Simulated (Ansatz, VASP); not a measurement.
**Two plane-wave programs on NiPt4**

INCAR

```
SYSTEM = NiPt4
  PREC = Accurate
  ENCUT = 520
  EDIFF = 1E-7
  ISMEAR = 0
  SIGMA = 0.1
  LREAL = .FALSE.
  LASPH = .TRUE.
  NELM = 150
  ALGO = Fast
  ISIF = 2
  LWAVE = .FALSE.
  LCHARG = .FALSE.
  ISPIN = 2
  MAGMOM = 2 2 0 0 0 0 0 0 0 0
  LORBIT = 11
  LMAXMIX = 4
  GGA = PE
  NBANDS = 65
```

KPOINTS

```
Automatic mesh
0
G
  6 6 1
  0 0 0
```

POSCAR

```
NiPt4
1.0
    2.7840402800      0.0000000000      0.0000000000
   -1.3920201400      2.4110496100      0.0000000000
    0.0000000000      0.0000000000     22.1835600400
Ni Pt
2 8
Direct
    0.3333333300      0.6666666700      0.7500000000
    0.6666666700      0.3333333300      0.2500000000
    0.3333333300      0.6666666700      0.9500000000
    0.3333333300      0.6666666700      0.1500000000
    0.3333333300      0.6666666700      0.3500000000
    0.3333333300      0.6666666700      0.5500000000
    0.6666666700      0.3333333300      0.0500000000
    0.6666666700      0.3333333300      0.4500000000
    0.6666666700      0.3333333300      0.6500000000
    0.6666666700      0.3333333300      0.8500000000
```

Input for Ansatz:

```yaml
crystal:
  lattice:
    - [2.78404028, 0.0, 0.0]
    - [-1.39202014, 2.41104961, 0.0]
    - [0.0, 0.0, 22.18356004]
  atoms:
    - { symbol: Ni, position: [0.33333333, 0.66666667, 0.75], spin: 2.0 }
    - { symbol: Ni, position: [0.66666667, 0.33333333, 0.25], spin: 2.0 }
    - { symbol: Pt, position: [0.33333333, 0.66666667, 0.95] }
    - { symbol: Pt, position: [0.33333333, 0.66666667, 0.15] }
    - { symbol: Pt, position: [0.33333333, 0.66666667, 0.35] }
    - { symbol: Pt, position: [0.33333333, 0.66666667, 0.55] }
    - { symbol: Pt, position: [0.66666667, 0.33333333, 0.05] }
    - { symbol: Pt, position: [0.66666667, 0.33333333, 0.45] }
    - { symbol: Pt, position: [0.66666667, 0.33333333, 0.65] }
    - { symbol: Pt, position: [0.66666667, 0.33333333, 0.85] }
basis:
  ecutwfc: 420
kpoints:
  mp_grid: { grid: [6, 6, 1] }
hamiltonian:
  xc: pbe
scf:
  occupations: { method: gaussian, width: 0.1 }
  lower_state_search: "off"
output:
  forces: true
  stress: true
  eigenvalues: true
  populations: true
magnetization:
  spin_polarized: true
```

Alike in both runs: task single point; functional PBE; k mesh 6 × 6 × 1; occupations gaussian, width 0.1 eV; collinear spin.

|  | VASP | Ansatz |
| --- | --- | --- |
| version | VASP 6.6.1 | Ansatz 0.2.0 |
| potentials or method | VASP PAW PBE potentials, release 64 (Ni, Pt), cutoff 520 eV | scalar-relativistic, plane waves, PAW |
| valence electrons in the cell | 100 | 180 |

Ansatz gave:

- gap on the k mesh at the Fermi level (eV): none
- pressure (GPa): 2.9
- traceless stress, the component that is largest in VASP (GPa): 7.86
- rms of the force components (eV/Å): 0.676
- net moment per atom (μB): 0.30
- size of the moment on the site where the two differ most (μB): 0.88

**Question.** Estimate VASP's values.

**Answer.** gap on the k mesh at the Fermi level (eV): none; pressure (GPa): 2.5; traceless stress, the component that is largest in VASP (GPa): 7.82; rms of the force components (eV/Å): 0.666; net moment per atom (μB): 0.30; size of the moment on the site where the two differ most (μB): 0.85.

Site moments also hang on the region over which each program counts them. Atom by atom the forces differ by 0.010 eV/Å (rms over components). A gap of «none» marks a metal or a gap that the smearing closes. VASP's potentials hold 100 valence electrons a cell and Ansatz's 180, so a difference there can come from the potentials and not from the codes.

The k mesh is coarse, so the values compare programs but aren't converged. Spin-orbit coupling is off throughout.
